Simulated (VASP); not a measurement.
# Ca in VASP: a series of runs, part 2 of 2

VASP 6.6.1. The steps go on from the part before.

### 4 Single point, PBE

This run uses another cell than the first one: it holds 2 atoms, not 1.

The input, INCAR:

```
PREC = Accurate
ENCUT = 520
EDIFF = 1E-7
ISMEAR = -1
SIGMA = 0.08
LREAL = False
LASPH = True
NELM = 60
ALGO = Normal
ISIF = 2
LWAVE = False
LCHARG = False
GGA = PE
NBANDS = 17
```

The input, KPOINTS:

```
regular mesh
0
Gamma
  10 10 10
```

The input, POSCAR:

```
Ca
1.0
    1.8026172510     -1.0407415551      5.8950625118
    0.0000000000      2.0814831102      5.8950625118
   -1.8026172510     -1.0407415551      5.8950625118
Ca
2
Direct
    0.2500000000      0.2500000000      0.2500000000
   -0.2500000000     -0.2500000000     -0.2500000000
```

Potentials or basis: VASP PAW PBE potentials, release 64 (Ca_sv).

Run with:

```bash
$ cat potpaw_PBE.64/Ca_sv/POTCAR > POTCAR
$ mpirun -np 1 vasp_std > vasp.out
```

OUTCAR:

```text
PREC = Accurate
   ENCUT = 520
   EDIFF = 1E-7
   ISMEAR = -1
   LREAL = False
   LASPH = True
   NELM = 60
   ISIF = 2
   GGA = PE

 ion  position               nearest neighbor table
   1  0.250  0.250  0.250-
   2  0.750  0.750  0.750-

  LATTYP: Found a trigonal (rhomboedric) cell.
 ALAT       =     6.2517464725
 COS(alpha) =     0.8337221784

  Lattice vectors:

 A1 = (   1.8026172510,  -1.0407415551,   5.8950625118)
 A2 = (   0.0000000000,   2.0814831102,   5.8950625118)
 A3 = (  -1.8026172510,  -1.0407415551,   5.8950625118)

Analysis of symmetry for initial positions (statically):
=====================================================================
 Subroutine PRICEL returns following result:

  LATTYP: Found a trigonal (rhomboedric) cell.
 ALAT       =     3.6083947182
 COS(alpha) =     0.5008754121

  Lattice vectors:

 A1 = (   0.0000000000,   2.0814831102,  -2.9475312559)
 A2 = (   1.8026172510,  -1.0407415551,  -2.9475312559)
 A3 = (  -1.8026172510,  -1.0407415551,  -2.9475312559)

   2 primitive cells build up your supercell.

 Routine SETGRP: Setting up the symmetry group for a
 trigonal (rhombohedral) supercell.

 Subroutine GETGRP returns: Found 12 space group operations
 (whereof 12 operations were pure point group operations)
 out of a pool of 12 trial point group operations.

The static configuration has the point symmetry D_3d.

Analysis of symmetry for dynamics (positions and initial velocities):
=====================================================================
 Subroutine PRICEL returns following result:

  LATTYP: Found a trigonal (rhomboedric) cell.
 ALAT       =     3.6083947182
 COS(alpha) =     0.5008754121

  Lattice vectors:

[... 123 lines left out ...]
   NUPDOWN=      -1.0000    fix difference up-down
   EMIN   =  10.00;   EMAX   =-10.00  energy-range for DOS
   EFERMI =   0.00;   METHOD = LEGACY
   ISMEAR =    -1;   SIGMA  =   0.08  broadening in eV -4-tet -1-fermi 0-gaus
   EFERMI_NEDOS =   21; number of points for ismear=-14 and -15
   IALGO  =     38    algorithm
   IMIX   =      4    mixing-type and parameters
     AMIX     =   0.40;   BMIX     =  1.00
     AMIX_MAG =   1.60;   BMIX_MAG =  1.00
  volume/ion in A,a.u.               =      33.18       223.90
  Fermi-wavevector in a.u.,A,eV,Ry     =   1.097630  2.074221 16.392198  1.204793
  Thomas-Fermi vector in A             =   2.233994
   LORBIT       =      0    0 simple, 1 ext, 2 COOP (PROOUT), +10 PAW based schemes
   GGA     = PE    functional components
   LHFCALC =     F    Hartree Fock is set to
   AEXX    =    0.0000 exact exchange contribution
   IVDW    =     0    specifies the selected vdW correction
   LEPSILON=     F    determine dielectric tensor
   LRPA    =     F    only Hartree local field effects (RPA)
 non-spin polarized calculation
  energy-cutoff  :      520.00
  volume of cell :       66.36
 maximum number of plane-waves:      1812
   NGX = 23   NGY = 23   NGZ = 23

 number of electron      20.0000002 magnetization

 Free energy of the ion-electron system (eV)
  ---------------------------------------------------
  ext. energy  EPLUGINS =         0.00000000
  ---------------------------------------------------
  free energy    TOTEN  =        -3.59116537 eV

  energy without entropy =       -3.54742426  energy(sigma->0) =       -3.56929481

 E-fermi :   3.0421     XC(G=0):  -8.5176

 val. band max:        3.0246372793   @ k =  -0.3000   0.3000  -0.0000
 cond. band min:       3.0528830884   @ k =  -0.1000   0.1000  -0.0000
 fundamental gap:      0.0282458091
 Fermi energy:         3.0421033481

 k-point     1 :       0.0000    0.0000    0.0000
  band No.  band energies     occupation
      1     -38.4709      2.00000
      2     -38.4302      2.00000
      3     -19.6530      2.00000
      4     -19.3718      2.00000
      5     -19.3718      2.00000
      6     -19.3298      2.00000
[... 457 lines left out ...]
      4     -19.5858      2.00000
      5     -19.4678      2.00000
      6     -19.4351      2.00000
[... 9 lines left out ...]
     16       7.0067      0.00000
     17       7.3038      0.00000

 [... further k-points ...]

------------------------ aborting loop because EDIFF is reached ----------------------------------------

  FORCE on cell =-STRESS in cart. coord.  units (eV):
  Direction    XX          YY          ZZ          XY          YZ          ZX
  --------------------------------------------------------------------------------------
  -------------------------------------------------------------------------------------
  Total        2.5364315      2.5364315      2.5399217     -0.0000000      0.0000000      0.0000000
  in kB       61.2417571     61.2417571     61.3260271     -0.0000000      0.0000000      0.0000000
  external PRESSURE =      61.2698471 kB  Pullay stress =       0.0000000 kB

 VOLUME and BASIS-vectors are now :
 -----------------------------------------------------------------------------
  energy-cutoff  :      520.00
  volume of cell :       66.36
      direct lattice vectors                 reciprocal lattice vectors
     1.802617251 -1.040741555  5.895062512     0.277374467 -0.160142223  0.056544495
     0.000000000  2.081483110  5.895062512     0.000000000  0.320284447  0.056544495
    -1.802617251 -1.040741555  5.895062512    -0.277374467 -0.160142223  0.056544495

 POSITION                                       TOTAL-FORCE (eV/Angst)
 -----------------------------------------------------------------------------------
      0.00000      0.00000      4.42130        -0.000000     -0.000000     -0.000000
      0.00000      0.00000     13.26389         0.000000      0.000000      0.000000
 -----------------------------------------------------------------------------------
    total drift:                                0.000000     -0.000000     -0.000000

  FREE ENERGIE OF THE ION-ELECTRON SYSTEM (eV)
  ---------------------------------------------------
  free  energy   TOTEN  =        -3.5911653702 eV

  energy  without entropy=       -3.5474242594  energy(sigma->0) =       -3.56929481
```

OSZICAR:

```text
N       E                     dE             d eps       ncg     rms          rms(c)
DAV:   1     0.177341915474E+03    0.17734E+03   -0.10354E+04  3944   0.110E+03
DAV:   2     0.571041409650E+01   -0.17163E+03   -0.16936E+03  4453   0.325E+02
DAV:   3    -0.340190530883E+01   -0.91123E+01   -0.90646E+01  7718   0.567E+01
DAV:   4    -0.363335113044E+01   -0.23145E+00   -0.23109E+00  4626   0.979E+00
DAV:   5    -0.364366899791E+01   -0.10318E-01   -0.10315E-01  6728   0.129E+00    0.281E+00
DAV:   6    -0.360619479727E+01    0.37474E-01   -0.28060E-02  4897   0.159E+00    0.170E+00
DAV:   7    -0.359191429598E+01    0.14281E-01   -0.35203E-02  5212   0.192E+00    0.146E-01
DAV:   8    -0.359113752639E+01    0.77677E-03   -0.39222E-03  4817   0.534E-01    0.295E-02
DAV:   9    -0.359116419407E+01   -0.26668E-04   -0.35988E-04  6628   0.993E-02    0.319E-02
DAV:  10    -0.359116734184E+01   -0.31478E-05   -0.27658E-05  4787   0.542E-02    0.476E-03
DAV:  11    -0.359116537688E+01    0.19650E-05   -0.27100E-06  6555   0.148E-02    0.309E-03
DAV:  12    -0.359116537021E+01    0.66677E-08   -0.12693E-07  3918   0.253E-03
   1 F= -.35911654E+01 E0= -.35692948E+01  d E =-.437411E-01
```

stdout:

```text
POSCAR found type information on POSCAR Ca
 POSCAR found :  1 types and       2 ions
 scaLAPACK will be used
 LDA part: xc-table for (Slater+PW92), standard interpolation
 POSCAR, INCAR and KPOINTS ok, starting setup
 FFT: planning ... GRIDC
 FFT: planning ... GRID_SOFT
 FFT: planning ... GRID
 WAVECAR not read
 entering main loop
```

Wall time 2.9 min (1 thread of Intel Xeon 6975P-C (Granite Rapids), shared host); peak memory 0.37 GiB.

What came out:

```
Free energy : -3.5912 eV
Pressure    : 6.1 GPa
```

Levels at points of the mesh, in eV from the Fermi level:
```tsv
k point	band 7	band 8	band 9	band 10	band 11	band 12	band 13	band 14
(0.00, 0.00, 0.00)	-22.37	-22.37	-4.46	-1.13	0.09	2.46	2.46	2.61
(0.50, 0.00, 0.00)	-22.45	-22.45	-0.81	-0.81	0.39	0.39	1.52	1.52
(0.50, 0.50, 0.00)	-22.41	-22.41	-1.13	-0.78	0.10	0.37	1.51	2.45
(0.50, 0.50, 0.50)	-22.39	-22.39	-3.23	-3.23	1.51	1.51	2.79	2.79
```

Caveat: the cell stands under pressure.

### 5 Summary

| task | cell | k mesh | cutoff (eV) | pressure (GPa) |
| --- | --- | --- | --- | --- |
| single point | a = 3.606 Å, angles 60.0°, 1 atom, atomic positions A | 13 × 13 × 13 | 520 | 6.1 |
| relaxation of cell and atoms | relaxed to 6.1 GPa from a = 3.606 Å, angles 60.0°, 1 atom, atomic positions A | 13 × 13 × 13 | 600 | 6.1 |
| single point | a = 6.252 Å, angles 33.5°, 2 atoms, atomic positions B | 10 × 10 × 10 | 520 | 6.1 |

Alike in all rows: level PBE; potentials or basis VASP PAW PBE potentials, release 64 (Ca_sv); no spin polarisation; smearing fermi-dirac 0.08 eV.

Caveats: the cell stands under pressure (at least some runs); the cell is relaxed towards a set pressure, so the run minimises the enthalpy, not the energy (at least some runs).

Total energies depend on the potentials used, so only differences within one code and one set of settings carry meaning.
